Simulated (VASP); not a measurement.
# WSe2 (R-3m) in VASP: single point with PBEsol

Aim: the single point of WSe2 with PBEsol.

All numbers are computed with VASP 6.6.1; they aren't measurements. Logs are shortened: lines on timing, memory, paths and dates and some standing lists are left out, and cuts for length are marked.

## Step 1: The cell of the first run

Symmetry: R-3m, No. 166, trigonal system. The conventional cell has a = 3.236 Å, b = 3.236 Å, c = 19.487 Å, α = 90.00°, β = 90.00°, γ = 120.00°. W (site symmetry -3m) has 6 Se at 2.54 Å and 6 W at 3.24 Å within 3.4 Å. Within 3.4 Å of Se (site symmetry 3m) lie 3 W at 2.54 Å and 6 Se at 3.24 Å.

## Step 2: Single point, PBEsol, collinear spin, ferromagnetic start

The input, INCAR:

```
PREC = Accurate
ENCUT = 520
EDIFF = 1E-6
ISMEAR = 0
SIGMA = 0.05
LREAL = False
LASPH = True
NELM = 150
ALGO = Normal
ISIF = 2
LWAVE = False
LCHARG = False
ISPIN = 2
MAGMOM = 2 0 0
LORBIT = 11
LMAXMIX = 4
GGA = PS
NBANDS = 24
```

The input, KPOINTS:

```
regular mesh
0
Gamma
  10 10 10
```

The input, POSCAR:

```
WSe2
1.0
    1.6181173058      0.9342204621      6.4956541331
   -1.6181173058      0.9342204621      6.4956541331
    0.0000000000     -1.8684409242      6.4956541331
W Se
1 2
Direct
    0.0000000000      0.0000000000      0.0000000000
    0.2449310953      0.2449310953      0.2449310953
    0.7550689047      0.7550689047      0.7550689047
```

Potentials or basis: VASP PAW PBE potentials, release 64 (W_sv, Se).

Started as:

```console
$ cat potpaw_PBE.64/W_sv/POTCAR potpaw_PBE.64/Se/POTCAR > POTCAR
$ mpirun -np 1 vasp_std > vasp.out
```

OUTCAR:

```text
PREC = Accurate
   ENCUT = 520
   EDIFF = 1E-6
   ISMEAR = 0
   LREAL = False
   LASPH = True
   NELM = 150
   ISIF = 2
   ISPIN = 2
   LORBIT = 11
   GGA = PS

 ion  position               nearest neighbor table
   1  0.000  0.000  0.000-   3 2.54   3 2.54   2 2.54   2 2.54   3 2.54   2 2.54
   2  0.245  0.245  0.245-   1 2.54   1 2.54   1 2.54
   3  0.755  0.755  0.755-   1 2.54   1 2.54   1 2.54

  LATTYP: Found a trigonal (rhomboedric) cell.
 ALAT       =     6.7590379570
 COS(alpha) =     0.8853747673

  Lattice vectors:

 A1 = (   1.6181173058,   0.9342204621,   6.4956541331)
 A2 = (  -1.6181173058,   0.9342204621,   6.4956541331)
 A3 = (   0.0000000000,  -1.8684409242,   6.4956541331)

Analysis of symmetry for initial positions (statically):
=====================================================================
 Subroutine PRICEL returns:
 Original cell was already a primitive cell.

 Routine SETGRP: Setting up the symmetry group for a
 trigonal (rhombohedral) supercell.

 Subroutine GETGRP returns: Found 12 space group operations
 (whereof 12 operations were pure point group operations)
 out of a pool of 12 trial point group operations.

The static configuration has the point symmetry D_3d.

Analysis of symmetry for dynamics (positions and initial velocities):
=====================================================================
 Subroutine PRICEL returns:
 Original cell was already a primitive cell.

 Routine SETGRP: Setting up the symmetry group for a
 trigonal (rhombohedral) supercell.

 Subroutine GETGRP returns: Found 12 space group operations
 (whereof 12 operations were pure point group operations)
 out of a pool of 12 trial point group operations.

The dynamic configuration has the point symmetry D_3d.

Analysis of structural, dynamic, and magnetic symmetry:
=====================================================================
 Subroutine PRICEL returns:
 Original cell was already a primitive cell.

 Routine SETGRP: Setting up the symmetry group for a
 trigonal (rhombohedral) supercell.

 Subroutine GETGRP returns: Found 12 space group operations
 (whereof 12 operations were pure point group operations)
 out of a pool of 12 trial point group operations.

The overall configuration has the point symmetry D_3d.

 Subroutine INISYM returns: Found 12 space group operations
 (whereof 12 operations are pure point group operations),
 and found     1 'primitive' translations

----------------------------------------------------------------------------------------

[... 121 lines left out ...]
   AEXX    =    0.0000 exact exchange contribution
   IVDW    =     0    specifies the selected vdW correction
   LEPSILON=     F    determine dielectric tensor
   LRPA    =     F    only Hartree local field effects (RPA)
 spin polarized calculation
 Gauss-broadening in eV      SIGMA  =   0.05
  energy-cutoff  :      520.00
  volume of cell :       58.92
 maximum number of plane-waves:      1608
   NGX = 25   NGY = 25   NGZ = 25

 number of electron      26.0000000 magnetization       0.0024381

 number of electron      26.0000000 magnetization      -0.0000467

 Free energy of the ion-electron system (eV)
  ---------------------------------------------------
  ext. energy  EPLUGINS =         0.00000000
  ---------------------------------------------------
  free energy    TOTEN  =       -22.55590153 eV

  energy without entropy =      -22.55513134  energy(sigma->0) =      -22.55551643

 E-fermi :   6.9272     XC(G=0): -11.1241

 val. band max:        6.9061550894   @ k =   0.5000   0.3000   0.1000
 cond. band min:       6.9664764167   @ k =   0.4000   0.3000   0.1000
 fundamental gap:      0.0603213273
 Fermi energy:         6.9272487695

 spin component 1

 k-point     1 :       0.0000    0.0000    0.0000
  band No.  band energies     occupation
      1     -67.7673      1.00000
      2     -31.9796      1.00000
      3     -31.8979      1.00000
      4     -31.8979      1.00000
      5      -8.9011      1.00000
      6      -7.3866      1.00000
[... 637 lines left out ...]
     23      18.1160      0.00000
     24      19.4602      0.00000

 [... further k-points ...]

 spin component 2

 k-point     1 :       0.0000    0.0000    0.0000
  band No.  band energies     occupation
      1     -67.7672      1.00000
      2     -31.9795      1.00000
      3     -31.8978      1.00000
      4     -31.8978      1.00000
      5      -8.9011      1.00000
      6      -7.3867      1.00000
[... 637 lines left out ...]
     23      18.1159      0.00000
     24      19.4601      0.00000

 [... further k-points ...]

------------------------ aborting loop because EDIFF is reached ----------------------------------------

  FORCE on cell =-STRESS in cart. coord.  units (eV):
  Direction    XX          YY          ZZ          XY          YZ          ZX
  --------------------------------------------------------------------------------------
  -------------------------------------------------------------------------------------
  Total        0.1267042      0.1267042      0.1811278      0.0000000      0.0000000     -0.0000000
  in kB        3.4456251      3.4456251      4.9256337      0.0000000      0.0000000     -0.0000000
  external PRESSURE =       3.9389613 kB  Pullay stress =       0.0000000 kB

 VOLUME and BASIS-vectors are now :
 -----------------------------------------------------------------------------
  energy-cutoff  :      520.00
  volume of cell :       58.92
      direct lattice vectors                 reciprocal lattice vectors
     1.618117306  0.934220462  6.495654133     0.309001083  0.178401858  0.051316361
    -1.618117306  0.934220462  6.495654133    -0.309001083  0.178401858  0.051316361
     0.000000000 -1.868440924  6.495654133     0.000000000 -0.356803717  0.051316361

 POSITION                                       TOTAL-FORCE (eV/Angst)
 -----------------------------------------------------------------------------------
      0.00000      0.00000      0.00000         0.000000     -0.000000      0.000000
      0.00000      0.00000      4.77296        -0.000000      0.000000     -0.050549
      0.00000      0.00000     14.71400        -0.000000      0.000000      0.050549
 -----------------------------------------------------------------------------------
    total drift:                                0.000000      0.000000     -0.000000

  FREE ENERGIE OF THE ION-ELECTRON SYSTEM (eV)
  ---------------------------------------------------
  free  energy   TOTEN  =       -22.5559015270 eV

  energy  without entropy=      -22.5551313366  energy(sigma->0) =      -22.55551643

 total charge

# of ion       s       p       d       tot
------------------------------------------
    1        2.312   6.279   3.401  11.991
    2        1.482   2.310   0.077   3.870
    3        1.482   2.310   0.077   3.870
--------------------------------------------------
tot          5.276  10.899   3.555  19.731

 magnetization (x)

# of ion       s       p       d       tot
------------------------------------------
    1        0.000   0.000   0.000   0.000
    2        0.000  -0.000   0.000  -0.000
    3        0.000  -0.000   0.000  -0.000
--------------------------------------------------
tot          0.000  -0.000   0.000   0.000
```

Run time: 10 min. Hardware: 1 thread of Intel Xeon 6975P-C (Granite Rapids), shared host; peak memory 0.58 GiB.

Results:

```
Free energy                                           : -22.5559 eV
Pressure                                              : 0.4 GPa
Largest force                                         : 0.051 eV/Å
Band gap on the k mesh                                : zero (filled and empty bands overlap)
Net moment                                            : 0.00 μB per cell
Valence electrons inside the program's atomic spheres : W 11.99; Se 3.87
```

Forces on the atoms (eV/Å):
```
W    0.000  0.000  0.000
Se   0.000  0.000 -0.051
Se   0.000  0.000  0.051
```

Levels at points of the mesh, in eV from the Fermi level:
Spin up:
| k point | band 9 | band 10 | band 11 | band 12 | band 13 | band 14 | band 15 | band 16 | band 17 | band 18 |
| --- | --- | --- | --- | --- | --- | --- | --- | --- | --- | --- |
| (0.00, 0.00, 0.00) | -3.27 | -1.90 | -1.86 | -0.59 | -0.59 | 0.53 | 0.53 | 3.51 | 3.51 | 4.89 |
| (0.50, 0.00, 0.00) | -5.40 | -3.71 | -3.04 | -2.27 | -1.18 | 1.76 | 2.25 | 3.32 | 3.50 | 4.99 |
| (0.50, 0.50, 0.00) | -4.64 | -3.60 | -3.12 | -2.59 | -1.51 | 1.76 | 1.78 | 3.61 | 3.72 | 3.97 |
| (0.50, 0.50, 0.50) | -3.25 | -3.25 | -0.60 | -0.57 | -0.57 | 0.36 | 0.36 | 3.69 | 3.69 | 6.10 |
Spin down:
| k point | band 10 | band 11 | band 12 | band 13 | band 14 | band 15 | band 16 | band 17 |
| --- | --- | --- | --- | --- | --- | --- | --- | --- |
| (0.00, 0.00, 0.00) | -1.90 | -1.86 | -0.59 | -0.59 | 0.53 | 0.53 | 3.51 | 3.51 |
| (0.50, 0.00, 0.00) | -3.71 | -3.04 | -2.27 | -1.18 | 1.76 | 2.25 | 3.32 | 3.50 |
| (0.50, 0.50, 0.00) | -3.59 | -3.12 | -2.59 | -1.51 | 1.76 | 1.78 | 3.61 | 3.72 |
| (0.50, 0.50, 0.50) | -3.25 | -0.60 | -0.57 | -0.57 | 0.36 | 0.36 | 3.69 | 3.69 |

Caveat: the PAW data sets were made with another functional, which shifts forces and pressure a little; spin-orbit coupling is left out, which moves the levels of the heavy elements.
